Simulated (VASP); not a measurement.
# GaN (F-43m) in VASP: a series of runs, part 2 of 2

VASP 6.6.1. The steps go on from the part before.

## 4. Relaxation of cell and atoms, LDA, target pressure -2 GPa, at which the enthalpy is minimised

This run uses another cell than the first one, of 11.06 Å³/atom, 0.990 times its volume.

INCAR reads:

```
SYSTEM = GaN
PREC = Accurate
ENCUT = 600
EDIFF = 1E-7
ISMEAR = 0
SIGMA = 0.01
LREAL = .False.
LASPH = .True.
NELM = 100
ALGO = Normal
ISIF = 3
LWAVE = .False.
LCHARG = .False.
GGA = CA
IBRION = 2
NSW = 100
EDIFFG = -0.002
PSTRESS = -20.0
```

KPOINTS reads:

```
regular mesh
0
Gamma
  10 10 10
  0 0 0
```

POSCAR reads:

```
GaN
1.0
    2.2277045003      2.2277045003      0.0000000000
   -2.2277045003      2.2277045003      0.0000000000
    0.0000000000      2.2277045003      2.2277045003
Ga N
1 1
Direct
    0.0000000000      0.0000000000      0.0000000000
    0.2500000000      0.7500000000      0.5000000000
```

Started as:

```sh
cat potpaw_LDA.64/Ga_d/POTCAR potpaw_LDA.64/N/POTCAR > POTCAR
mpirun -np 1 vasp_std > vasp.out
```

Wall time 61 s (1 thread of Intel Xeon 8259CL, shared host); peak memory 0.16 GiB.

The run converged. Its results:

* Free energy: -13.9430 eV
* Relaxed volume: 11.22 Å³/atom
* Relaxed cell: a = 3.166 Å, b = 3.166 Å, c = 3.166 Å, α = 60.00°, β = 60.00°, γ = 90.00°
* Space group after relaxing (to 0.05 Å): F-43m (No. 216)
* Energy change on relaxing (the enthalpy is what falls): +0.6 meV/atom
* Ionic steps: 3
* Pressure after relaxing: -2.0 GPa
* Band gap on the k mesh: 1.87 eV, direct

Step by step:
| step | energy change (eV) | largest force (eV/Å) | pressure (GPa) | volume (Å³) |
| --- | --- | --- | --- | --- |
| 1 | 0.0000 | 0.0000 | 0.99 | 22.11 |
| 2 | 0.0081 | 0.0000 | -4.72 | 22.78 |
| 3 | 0.0011 | 0.0000 | -2.02 | 22.45 |

Final structure:
```
Ga N
1.0
     2.23900    2.23900    0.00000
    -2.23900    2.23900    0.00000
     0.00000    2.23900    2.23900
Ga N
1 1
Direct
  0.00000 0.00000 0.00000
  0.25000 0.75000 0.50000
```

Levels at points of the mesh, in eV from the valence-band top:
```
           k point  band 7  band 8  band 9  band 10  band 11  band 12
(0.00, 0.00, 0.00)    0.00    0.00    0.00     1.87    10.23    10.23
(0.50, 0.00, 0.00)   -7.25   -1.00   -1.00     4.68     8.69    10.30
(0.50, 0.50, 0.00)   -6.28   -2.80   -2.80     3.25     6.60    11.64
```

Caveat: the cell is relaxed towards a set pressure, so the enthalpy falls and the energy may rise. As with any semilocal functional, this LDA gap is likely too small.

## 5. Relaxation of cell and atoms, LDA, target pressure 2 GPa, at which the enthalpy is minimised

This run uses another cell than the first one, of 11.06 Å³/atom, 0.990 times its volume.

INCAR reads:

```
ALGO = Normal
EDIFF = 1E-6
EDIFFG = -0.002
ENCUT = 600
IBRION = 2
ISIF = 3
ISMEAR = 0
LASPH = T
LCHARG = F
LREAL = F
LWAVE = F
NELM = 80
NSW = 100
PREC = Accurate
PSTRESS = 20.0
SIGMA = 0.01
```

KPOINTS reads:

```
k-points
0
Gamma
  10 10 10
```

POSCAR is that of step 4.

Started as:

```sh
cat potpaw_LDA.64/Ga_d/POTCAR potpaw_LDA.64/N/POTCAR > POTCAR
mpirun -np 1 vasp_std > vasp.out
```

Run time: 95 s. Hardware: 1 thread of Intel Xeon 8259CL, shared host; peak memory 0.16 GiB.

Results (log left out):

- Free energy: -13.9431 eV
- Relaxed volume: 11.00 Å³/atom
- Relaxed cell: a = 3.145 Å, b = 3.145 Å, c = 3.145 Å, α = 60.00°, β = 60.00°, γ = 90.00°
- Space group after relaxing (to 0.05 Å): F-43m (No. 216)
- Energy change on relaxing (the enthalpy is what falls): +0.5 meV/atom
- Ionic steps: 11
- Pressure after relaxing: 2.0 GPa
- Band gap on the k mesh: 2.00 eV, direct

The path:
```
step  energy change (eV)  largest force (eV/Å)  pressure (GPa)  volume (Å³)
   1              0.0000                0.0000            1.00        22.11
   2              0.0028                0.0000            3.32        21.89
   3              0.0011                0.0000            1.88        22.00
   4              0.0012                0.0000            2.15        21.99
   5              0.0011                0.0000            2.06        22.00
   6              0.0010                0.0000            1.96        22.01
   7              0.0010                0.0000            2.05        22.00
   8              0.0010                0.0000            1.91        22.01
   9              0.0010                0.0000            1.96        22.00
  10              0.0010                0.0000            2.04        22.00
  11              0.0010                0.0000            2.02        22.00
```

Final structure:
```cif
data_structure
_symmetry_space_group_name_H-M 'P 1'
_symmetry_Int_Tables_number 1
_cell_length_a 3.1453
_cell_length_b 3.1453
_cell_length_c 3.1453
_cell_angle_alpha 60.000
_cell_angle_beta 60.000
_cell_angle_gamma 90.000
_cell_volume 22.00
loop_
_atom_site_label
_atom_site_type_symbol
_atom_site_fract_x
_atom_site_fract_y
_atom_site_fract_z
_atom_site_occupancy
Ga1 Ga 0.00000 0.00000 0.00000 1
N1 N 0.25000 0.75000 0.50000 1
```

Levels at points of the mesh, in eV from the valence-band top:
| k point | band 7 | band 8 | band 9 | band 10 | band 11 | band 12 |
| --- | --- | --- | --- | --- | --- | --- |
| (0.00, 0.00, 0.00) | 0.00 | 0.00 | 0.00 | 2.00 | 10.36 | 10.36 |
| (0.50, 0.00, 0.00) | -7.38 | -1.03 | -1.03 | 4.81 | 8.79 | 10.41 |
| (0.50, 0.50, 0.00) | -6.37 | -2.87 | -2.87 | 3.26 | 6.71 | 11.79 |

Caveat: the cell is relaxed towards a set pressure, so the enthalpy falls and the energy may rise. LDA gaps usually lie below the measured ones, often by a third to a half.

## 6. Relaxation of cell and atoms, LDA, target pressure 4 GPa, at which the enthalpy is minimised

This run uses another cell than the first one, of 11.06 Å³/atom, 0.990 times its volume.

INCAR reads:

```
SYSTEM = GaN
PREC = Accurate ; ENCUT = 600
EDIFF = 1E-6 ; ISMEAR = 0
SIGMA = 0.01 ; LREAL = .FALSE.
LASPH = .TRUE. ; NELM = 60
ALGO = Normal ; ISIF = 3
LWAVE = .FALSE. ; LCHARG = .FALSE.
IBRION = 2 ; NSW = 100
EDIFFG = -0.002 ; PSTRESS = 40.0
```

KPOINTS reads:

```
regular mesh
0
G
  10 10 10
  0 0 0
```

POSCAR is that of step 5.

Potentials or basis: VASP PAW LDA potentials, release 64 (Ga_d, N).

Started as:

```sh
cat potpaw_LDA.64/Ga_d/POTCAR potpaw_LDA.64/N/POTCAR > POTCAR
mpirun -np 1 vasp_std > vasp.out
```

OUTCAR:

```text
SYSTEM = GaN
   PREC = Accurate
   ENCUT = 600
   EDIFF = 1E-6
   ISMEAR = 0
   LREAL = .FALSE.
   LASPH = .TRUE.
   NELM = 60
   ISIF = 3
   IBRION = 2
   NSW = 100
   EDIFFG = -0.002
   PSTRESS = 40.0

 ion  position               nearest neighbor table
   1  0.000  0.000  0.000-   2 1.93   2 1.93   2 1.93   2 1.93
   2  0.250  0.750  0.500-   1 1.93   1 1.93   1 1.93   1 1.93

  LATTYP: Found a face centered cubic cell.
 ALAT       =     4.4554090006

  Lattice vectors:

 A1 = (   0.0000000000,   2.2277045003,   2.2277045003)
 A2 = (   2.2277045003,   0.0000000000,   2.2277045003)
 A3 = (   2.2277045003,   2.2277045003,   0.0000000000)

Analysis of symmetry for initial positions (statically):
=====================================================================
 Subroutine PRICEL returns:
 Original cell was already a primitive cell.

 Routine SETGRP: Setting up the symmetry group for a
 face centered cubic supercell.

 Subroutine GETGRP returns: Found 24 space group operations
 (whereof 24 operations were pure point group operations)
 out of a pool of 48 trial point group operations.

The static configuration has the point symmetry T_d .

Analysis of symmetry for dynamics (positions and initial velocities):
=====================================================================
 Subroutine PRICEL returns:
 Original cell was already a primitive cell.

 Routine SETGRP: Setting up the symmetry group for a
 face centered cubic supercell.

 Subroutine GETGRP returns: Found 24 space group operations
 (whereof 24 operations were pure point group operations)
 out of a pool of 48 trial point group operations.

The dynamic configuration has the point symmetry T_d .

 Subroutine INISYM returns: Found 24 space group operations
 (whereof 24 operations are pure point group operations),
 and found     1 'primitive' translations

----------------------------------------------------------------------------------------

[... 126 lines left out ...]
  energy-cutoff  :      600.00
  volume of cell :       22.11
 maximum number of plane-waves:       754
 NGX is ok and might be reduce to    28
   NGX = 13   NGY = 13   NGZ = 13

--------------------------------------- Ionic step        1  -------------------------------------------

 number of electron      18.0000001 magnetization

 Free energy of the ion-electron system (eV)
  ---------------------------------------------------
  ext. energy  EPLUGINS =         0.00000000
  ---------------------------------------------------
  free energy    TOTEN  =       -13.94409944 eV

  energy without entropy =      -13.94409944  energy(sigma->0) =      -13.94409944

------------------------ aborting loop because EDIFF is reached ----------------------------------------

  FORCE on cell =-STRESS in cart. coord.  units (eV):
  Direction    XX          YY          ZZ          XY          YZ          ZX
  --------------------------------------------------------------------------------------
  -------------------------------------------------------------------------------------
  Total        0.1380018      0.1380018      0.1380018     -0.0000000      0.0000000     -0.0000000
  in kB        9.9998322      9.9998322      9.9998322     -0.0000000      0.0000000     -0.0000000
  external PRESSURE =     -30.0001678 kB  Pullay stress =      40.0000000 kB
[... 253 lines left out ...]
--------------------------------------- Ionic step        8  -------------------------------------------

 number of electron      17.9999999 magnetization

 Free energy of the ion-electron system (eV)
  ---------------------------------------------------
  ext. energy  EPLUGINS =         0.00000000
  ---------------------------------------------------
  free energy    TOTEN  =       -13.93924399 eV

  energy without entropy =      -13.93924399  energy(sigma->0) =      -13.93924399

 E-fermi :   5.7269     XC(G=0): -12.3807

 val. band max:        5.5833104136   @ k =   0.0000   0.0000   0.0000
 cond. band min:       7.6475570653   @ k =   0.0000   0.0000   0.0000
 fundamental gap:      2.0642466516
 Fermi energy:         5.7269281178

 k-point     1 :       0.0000    0.0000    0.0000
  band No.  band energies     occupation
      1     -10.6539      2.00000
      2      -8.0263      2.00000
      3      -8.0263      2.00000
      4      -8.0263      2.00000
      5      -7.6561      2.00000
      6      -7.6561      2.00000
      7       5.5833      2.00000
      8       5.5833      2.00000
      9       5.5833      2.00000
     10       7.6476      0.00000
     11      15.9980      0.00000
     12      15.9980      0.00000
     13      15.9980      0.00000
[... 354 lines left out ...]
  band No.  band energies     occupation
      1      -9.4703      2.00000
      2      -7.9022      2.00000
      3      -7.7665      2.00000
      4      -7.7209      2.00000
      5      -7.6193      2.00000
      6      -5.7076      2.00000
      7      -0.7286      2.00000
      8       1.2517      2.00000
      9       3.5095      2.00000
     10      11.0735      0.00000
     11      13.6802      0.00000
     12      16.3718      0.00000
     13      18.1637      0.00000

 [... further k-points ...]
[... 5 lines left out ...]
  --------------------------------------------------------------------------------------
  -------------------------------------------------------------------------------------
  Total        0.5481633      0.5481633      0.5481633     -0.0000000     -0.0000000     -0.0000000
  in kB       40.2895024     40.2895024     40.2895024     -0.0000000     -0.0000000     -0.0000000
  external PRESSURE =       0.2895024 kB  Pullay stress =      40.0000000 kB
[... 21 lines left out ...]
  energy  without entropy=      -13.9392439859  energy(sigma->0) =      -13.93924399

  enthalpy is  TOTEN    =       -13.3950195354 eV   P V=        0.5442244505

 reached required accuracy - stopping structural energy minimisation
```

Run time: 51 s. Hardware: 1 thread of AMD EPYC 7R13 (Zen 3), shared host; peak memory 0.13 GiB.

Results:

```
Free energy                                            : -13.9392 eV
Relaxed volume                                         : 10.90 Å³/atom
Relaxed cell                                           : a = 3.136 Å, b = 3.136 Å, c = 3.136 Å, α = 60.00°, β = 60.00°, γ = 90.00°
Space group after relaxing (to 0.05 Å)                 : F-43m (No. 216)
Energy change on relaxing (the enthalpy is what falls) : +2.4 meV/atom
Ionic steps                                            : 8
Pressure after relaxing                                : 4.0 GPa
Band gap on the k mesh                                 : 2.06 eV, direct
```

Step by step:
| step | energy change (eV) | largest force (eV/Å) | pressure (GPa) | volume (Å³) |
| --- | --- | --- | --- | --- |
| 1 | 0.0000 | 0.0000 | 1.00 | 22.11 |
| 2 | 0.0173 | 0.0000 | 7.60 | 21.45 |
| 3 | 0.0048 | 0.0000 | 3.57 | 21.80 |
| 4 | 0.0058 | 0.0000 | 4.42 | 21.76 |
| 5 | 0.0053 | 0.0000 | 4.15 | 21.78 |
| 6 | 0.0051 | 0.0000 | 4.09 | 21.79 |
| 7 | 0.0046 | 0.0000 | 3.90 | 21.81 |
| 8 | 0.0049 | 0.0000 | 4.03 | 21.80 |

Final structure:
```
Ga N
1.0
     2.21717    2.21717    0.00000
    -2.21717    2.21717    0.00000
     0.00000    2.21717    2.21717
Ga N
1 1
Direct
  0.00000 0.00000 0.00000
  0.25000 0.75000 0.50000
```

Caveat: the cell is relaxed towards a set pressure, so the enthalpy falls and the energy may rise.

## 7. The runs side by side

```csv
task,cell,cutoff (eV),gap on the mesh (eV),pressure (GPa)
single point,"a = 3.161 Å, angles 60.0, 60.0, 90.0°, 2 atoms",520,1.91,-0.9
relaxation of cell and atoms,"relaxed to -2 GPa from a = 3.150 Å, angles 60.0, 60.0, 90.0°, 2 atoms",600,1.87,-2.0
relaxation of cell and atoms,"relaxed to 2 GPa from a = 3.150 Å, angles 60.0, 60.0, 90.0°, 2 atoms",600,2.00,2.0
relaxation of cell and atoms,"relaxed to 4 GPa from a = 3.150 Å, angles 60.0, 60.0, 90.0°, 2 atoms",600,2.06,4.0
```

Alike in all rows: level LDA; potentials or basis VASP PAW LDA potentials, release 64 (Ga_d, N); no spin polarisation; k mesh 10 × 10 × 10; smearing gaussian 0.01 eV.

Caveats: the cell is relaxed towards a set pressure, so the enthalpy falls and the energy may rise (some runs).

Absolute energies hang on the potentials; compare differences alone.
